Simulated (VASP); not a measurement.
# BaV2 (Fd-3m) in VASP: a series of runs

Runs on BaV2. Level: PBE. Tasks: single point, relaxation of cell and atoms.

Everything below comes from runs of VASP 6.6.1. Logs are shortened: lines on timing, memory, paths and dates and some standing lists are left out, and cuts for length are marked.

## Step 1: The cell of the first run

It takes space group Fd-3m (No. 227, cubic). The conventional cell has a = 7.943 Å, b = 7.943 Å, c = 7.943 Å, α = 90.00°, β = 90.00°, γ = 90.00°. Within 4.3 Å of Ba (site symmetry -43m) lie 12 V at 3.29 Å and 4 Ba at 3.44 Å. Within 3.7 Å of V (site symmetry -3m) lie 6 V at 2.81 Å and 6 Ba at 3.29 Å.

## Step 2: Single point, PBE

Contents of INCAR:

```
ALGO     = Fast           # electronic algorithm
EDIFF    = 1E-6           # SCF threshold, eV
ENCUT    = 520            # plane-wave cutoff, eV
GGA      = PE             # functional
ISIF     = 2              # what is computed and relaxed
ISMEAR   = 0              # smearing method
LASPH    = True           # aspherical terms in the spheres
LCHARG   = False          # write CHGCAR
LREAL    = False          # projectors in reciprocal space
LWAVE    = False          # write WAVECAR
NBANDS   = 45             # bands
NELM     = 100            # most SCF steps
PREC     = Accurate       # precision mode
SIGMA    = 0.1            # smearing width, eV
```

Contents of KPOINTS:

```
k-points
0
Gamma
  8 8 8
```

Contents of POSCAR:

```
BaV2
1.0
    0.0000000000      3.9714141503      3.9714141503
    3.9714141503      0.0000000000      3.9714141503
    3.9714141503      3.9714141503      0.0000000000
Ba V
2 4
Direct
    0.0000000000      0.0000000000      0.0000000000
    0.2500000000      0.2500000000      0.2500000000
    0.6250000000      0.6250000000      0.6250000000
    0.1250000000      0.6250000000      0.6250000000
    0.6250000000      0.6250000000      0.1250000000
    0.6250000000      0.1250000000      0.6250000000
```

Potentials or basis: VASP PAW PBE potentials, release 64 (Ba_sv, V_sv).

The run is started by

```bash
> cat potpaw_PBE.64/Ba_sv/POTCAR potpaw_PBE.64/V_sv/POTCAR > POTCAR
> mpirun -np 1 vasp_std > vasp.out
```

OUTCAR:

```text
EDIFF = 1E-6
   ENCUT = 520
   GGA = PE
   ISIF = 2
   ISMEAR = 0
   LASPH = True
   LREAL = False
   NELM = 100
   PREC = Accurate

 ion  position               nearest neighbor table
   1  0.000  0.000  0.000-   3 3.29   5 3.29   6 3.29   3 3.29   4 3.29   5 3.29   3 3.29   4 3.29
                             6 3.29   4 3.29   5 3.29   6 3.29   2 3.44   2 3.44   2 3.44   2 3.44
   2  0.250  0.250  0.250-   4 3.29   5 3.29   6 3.29   3 3.29   4 3.29   6 3.29   3 3.29   4 3.29
                             5 3.29   3 3.29   5 3.29   6 3.29   1 3.44   1 3.44   1 3.44   1 3.44
   3  0.625  0.625  0.625-   4 2.81   5 2.81   6 2.81   5 2.81   6 2.81   4 2.81   1 3.29   2 3.29
                             1 3.29   2 3.29   1 3.29   2 3.29
   4  0.125  0.625  0.625-   3 2.81   5 2.81   6 2.81   3 2.81   5 2.81   6 2.81   2 3.29   1 3.29
                             1 3.29   2 3.29   2 3.29   1 3.29
   5  0.625  0.625  0.125-   3 2.81   3 2.81   4 2.81   6 2.81   6 2.81   4 2.81   1 3.29   2 3.29
                             1 3.29   2 3.29   1 3.29   2 3.29
   6  0.625  0.125  0.625-   3 2.81   5 2.81   3 2.81   4 2.81   5 2.81   4 2.81   2 3.29   1 3.29
                             2 3.29   2 3.29   1 3.29   1 3.29

  LATTYP: Found a face centered cubic cell.
 ALAT       =     7.9428283006

  Lattice vectors:

 A1 = (   0.0000000000,   3.9714141503,   3.9714141503)
 A2 = (   3.9714141503,   0.0000000000,   3.9714141503)
 A3 = (   3.9714141503,   3.9714141503,   0.0000000000)

Analysis of symmetry for initial positions (statically):
=====================================================================
 Subroutine PRICEL returns:
 Original cell was already a primitive cell.

 Routine SETGRP: Setting up the symmetry group for a
 face centered cubic supercell.

 Subroutine GETGRP returns: Found 48 space group operations
 (whereof 24 operations were pure point group operations)
 out of a pool of 48 trial point group operations.

The static configuration has the point symmetry T_d .
 The point group associated with its full space group is O_h .

Analysis of symmetry for dynamics (positions and initial velocities):
=====================================================================
 Subroutine PRICEL returns:
 Original cell was already a primitive cell.

 Routine SETGRP: Setting up the symmetry group for a
 face centered cubic supercell.

 Subroutine GETGRP returns: Found 48 space group operations
 (whereof 24 operations were pure point group operations)
 out of a pool of 48 trial point group operations.

The dynamic configuration has the point symmetry T_d .
 The point group associated with its full space group is O_h .

 Subroutine INISYM returns: Found 48 space group operations
 (whereof 24 operations are pure point group operations),
 and found     1 'primitive' translations

----------------------------------------------------------------------------------------

                                     Primitive cell

  volume of cell :     125.2753

  direct lattice vectors                    reciprocal lattice vectors
     0.000000000  3.971414150  3.971414150    -0.125899738  0.125899738  0.125899738
     3.971414150  0.000000000  3.971414150     0.125899738 -0.125899738  0.125899738
     3.971414150  3.971414150  0.000000000     0.125899738  0.125899738 -0.125899738

  length of vectors
     5.616427753  5.616427753  5.616427753     0.218064742  0.218064742  0.218064742

  position of ions in fractional coordinates (direct lattice)
     0.000000000  0.000000000  0.000000000
     0.250000000  0.250000000  0.250000000
     0.625000000  0.625000000  0.625000000
     0.125000000  0.625000000  0.625000000
     0.625000000  0.625000000  0.125000000
     0.625000000  0.125000000  0.625000000

  ion indices of the primitive-cell ions
   primitive index   ion index
                 1           1
                 2           2
                 3           3
                 4           4
                 5           5
                 6           6

----------------------------------------------------------------------------------------

 KPOINTS: k-points

Automatic generation of k-mesh.
 Grid dimensions read from file:
 generate k-points for:    8    8    8

 Generating k-lattice:

  Cartesian coordinates                     Fractional coordinates (reciprocal lattice)
    -0.015737467  0.015737467  0.015737467     0.125000000  0.000000000  0.000000000
     0.015737467 -0.015737467  0.015737467     0.000000000  0.125000000  0.000000000
     0.015737467  0.015737467 -0.015737467     0.000000000  0.000000000  0.125000000

  Length of vectors
     0.027258093  0.027258093  0.027258093

  Shift w.r.t. Gamma in fractional coordinates (k-lattice)
     0.000000000  0.000000000  0.000000000

 Subroutine IBZKPT returns following result:
 ===========================================

 Found     29 irreducible k-points:

 Following reciprocal coordinates:
            Coordinates               Weight
  0.000000  0.000000  0.000000      1.000000
  0.125000  0.000000  0.000000      8.000000
  0.250000  0.000000  0.000000      8.000000
  0.375000  0.000000  0.000000      8.000000
  0.500000  0.000000  0.000000      4.000000
  0.125000  0.125000  0.000000      6.000000
[... 16 lines left out ...]
  0.500000  0.250000  0.125000     48.000000
 -0.375000  0.250000  0.125000     24.000000
 [... further k-points ...]
   k-points           NKPTS =     29   k-points in BZ     NKDIM =     29   number of bands    NBANDS=     45
   number of dos      NEDOS =    301   number of ions     NIONS =      6
   total plane-waves  NPLWV =  74088
   dimension x,y,z NGX =    42 NGY =   42 NGZ =   42
   dimension x,y,z NGXF=    84 NGYF=   84 NGZF=   84
   ions per type =               2   4
   NGX,Y,Z   is equivalent  to a cutoff of  12.43, 12.43, 12.43 a.u.
   NGXF,Y,Z  is equivalent  to a cutoff of  24.86, 24.86, 24.86 a.u.
 SYSTEM =  unknown system
   PREC   = accura    normal or accurate (medium, high low for compatibility)
   ISTART =      0    job   : 0-new  1-cont  2-samecut
   ICHARG =      2    charge: 1-file 2-atom 10-const
   ISPIN  =      1    spin polarized calculation?
   LNONCOLLINEAR =      F non collinear calculations
   LSORBIT =      F    spin-orbit coupling
   LASPH  =      T    aspherical Exc in radial PAW
   ENCUT  =  520.0 eV  38.22 Ry    6.18 a.u.  10.44 10.44 10.44*2*pi/ulx,y,z
   NELM   =    100;   NELMIN=  2; NELMDL= -5     # of ELM steps
   EDIFF  = 0.1E-05   stopping-criterion for ELM
   LREAL  =      F    real-space projection
   EDIFFG = 0.1E-04   stopping-criterion for IOM
   NSW    =      0    number of steps for IOM
   IBRION =     -1    ionic relax: 0-MD 1-quasi-New 2-CG
   NFREE  =      0    steps in history (QN), initial steepest desc. (CG)
   ISIF   =      2    stress and relaxation
   ISYM   =      2    0-nonsym 1-usesym 2-fastsym
   POTIM  = 0.5000    time-step for ionic-motion
   TEBEG  =    0.0;   TEEND  =   0.0 temperature during run
   PSTRESS=    0.0 pullay stress
   NELECT =      72.0000    total number of electrons
   NUPDOWN=      -1.0000    fix difference up-down
   EMIN   =  10.00;   EMAX   =-10.00  energy-range for DOS
   EFERMI =   0.00;   METHOD = LEGACY
   ISMEAR =     0;   SIGMA  =   0.10  broadening in eV -4-tet -1-fermi 0-gaus
   EFERMI_NEDOS =   21; number of points for ismear=-14 and -15
   IALGO  =     68    algorithm
   IMIX   =      4    mixing-type and parameters
     AMIX     =   0.40;   BMIX     =  1.00
     AMIX_MAG =   1.60;   BMIX_MAG =  1.00
  volume/ion in A,a.u.               =      20.88       140.90
  Fermi-wavevector in a.u.,A,eV,Ry     =   1.361122  2.572148 25.206887  1.852654
  Thomas-Fermi vector in A             =   2.487726
   LORBIT       =      0    0 simple, 1 ext, 2 COOP (PROOUT), +10 PAW based schemes
   GGA     = PE    functional components
   LHFCALC =     F    Hartree Fock is set to
   AEXX    =    0.0000 exact exchange contribution
   IVDW    =     0    specifies the selected vdW correction
   LEPSILON=     F    determine dielectric tensor
   LRPA    =     F    only Hartree local field effects (RPA)
 non-spin polarized calculation
 RMM-DIIS sequential band-by-band and
 Gauss-broadening in eV      SIGMA  =   0.10
  energy-cutoff  :      520.00
  volume of cell :      125.28
 maximum number of plane-waves:      3399
 NGX is ok and might be reduce to    42
   NGX = 21   NGY = 21   NGZ = 21

 number of electron      71.9999971 magnetization

 Free energy of the ion-electron system (eV)
  ---------------------------------------------------
  ext. energy  EPLUGINS =         0.00000000
  ---------------------------------------------------
  free energy    TOTEN  =       -33.01534538 eV

  energy without entropy =      -32.95795799  energy(sigma->0) =      -32.98665168

 E-fermi :   6.1545     XC(G=0): -11.0849

 val. band max:        6.1542552413   @ k =   0.5000   0.2500   0.1250
 cond. band min:       6.1866360276   @ k =   0.5000   0.3750   0.0000
 fundamental gap:      0.0323807862
 Fermi energy:         6.1545360385

 k-point     1 :       0.0000    0.0000    0.0000
  band No.  band energies     occupation
      1     -57.6597      2.00000
      2     -57.5926      2.00000
      3     -57.5926      2.00000
      4     -57.5926      2.00000
      5     -31.6565      2.00000
      6     -31.6249      2.00000
[... 37 lines left out ...]
     44       7.8049      0.00000
     45       7.8049      0.00000

 k-point     2 :       0.1250    0.0000    0.0000
  band No.  band energies     occupation
      1     -57.6578      2.00000
      2     -57.5945      2.00000
      3     -57.5926      2.00000
      4     -57.5926      2.00000
      5     -31.6465      2.00000
      6     -31.6208      2.00000
[... 37 lines left out ...]
     44       7.7130      0.00000
     45       7.7854      0.00000

 k-point     3 :       0.2500    0.0000    0.0000
  band No.  band energies     occupation
      1     -57.6527      2.00000
      2     -57.5997      2.00000
      3     -57.5926      2.00000
      4     -57.5926      2.00000
      5     -31.6358      2.00000
      6     -31.6133      2.00000
[... 997 lines left out ...]
     44       7.5333      0.00000
     45       7.8916      0.00000

 k-point    24 :      -0.3750    0.2500    0.1250
  band No.  band energies     occupation
      1     -57.6381      2.00000
      2     -57.6144      2.00000
      3     -57.5927      2.00000
      4     -57.5927      2.00000
      5     -31.6144      2.00000
      6     -31.6049      2.00000
[... 37 lines left out ...]
     44       7.5008      0.00000
     45       8.2689      0.00000

 [... further k-points ...]
[... 5 lines left out ...]
  --------------------------------------------------------------------------------------
  -------------------------------------------------------------------------------------
  Total        1.0349767      1.0349767      1.0349767      0.0000000     -0.0000000      0.0000000
  in kB       13.2365746     13.2365746     13.2365746      0.0000000     -0.0000000      0.0000000
  external PRESSURE =      13.2365746 kB  Pullay stress =       0.0000000 kB

 VOLUME and BASIS-vectors are now :
 -----------------------------------------------------------------------------
  energy-cutoff  :      520.00
  volume of cell :      125.28
      direct lattice vectors                 reciprocal lattice vectors
     0.000000000  3.971414150  3.971414150    -0.125899738  0.125899738  0.125899738
     3.971414150  0.000000000  3.971414150     0.125899738 -0.125899738  0.125899738
     3.971414150  3.971414150  0.000000000     0.125899738  0.125899738 -0.125899738

 POSITION                                       TOTAL-FORCE (eV/Angst)
 -----------------------------------------------------------------------------------
      0.00000      0.00000      0.00000         0.000000      0.000000      0.000000
      1.98571      1.98571      1.98571        -0.000000     -0.000000     -0.000000
      4.96427      4.96427      4.96427         0.000000      0.000000     -0.000000
      4.96427      2.97856      2.97856         0.000000      0.000000     -0.000000
      2.97856      2.97856      4.96427         0.000000      0.000000     -0.000000
      2.97856      4.96427      2.97856         0.000000      0.000000     -0.000000
 -----------------------------------------------------------------------------------
    total drift:                                0.000000      0.000000      0.000000

  FREE ENERGIE OF THE ION-ELECTRON SYSTEM (eV)
  ---------------------------------------------------
  free  energy   TOTEN  =       -33.0153453758 eV

  energy  without entropy=      -32.9579579885  energy(sigma->0) =      -32.98665168
```

It took 8.2 min on 1 thread of Intel Xeon 8259CL, shared host; peak memory 0.33 GiB.

What came out:

- Free energy: -33.0153 eV
- Pressure: 1.3 GPa
- Band gap on the k mesh: zero (bands 36 and 37 overlap by 0.89 eV)

Levels at points of the mesh, in eV from the Fermi level:
```
           k point  band 33  band 34  band 35  band 36  band 37  band 38  band 39  band 40
(0.00, 0.00, 0.00)    -0.12    -0.12    -0.04    -0.04     1.39     1.39     1.39     1.44
(0.50, 0.00, 0.00)    -0.33    -0.33    -0.20    -0.19    -0.19     0.00     0.62     0.62
(0.50, 0.50, 0.00)    -0.47    -0.47    -0.37    -0.37    -0.06    -0.06     0.29     0.29
```

Caveat: spin-orbit coupling is left out, which moves the levels of the heavy elements.

[end of part 1 of 2]
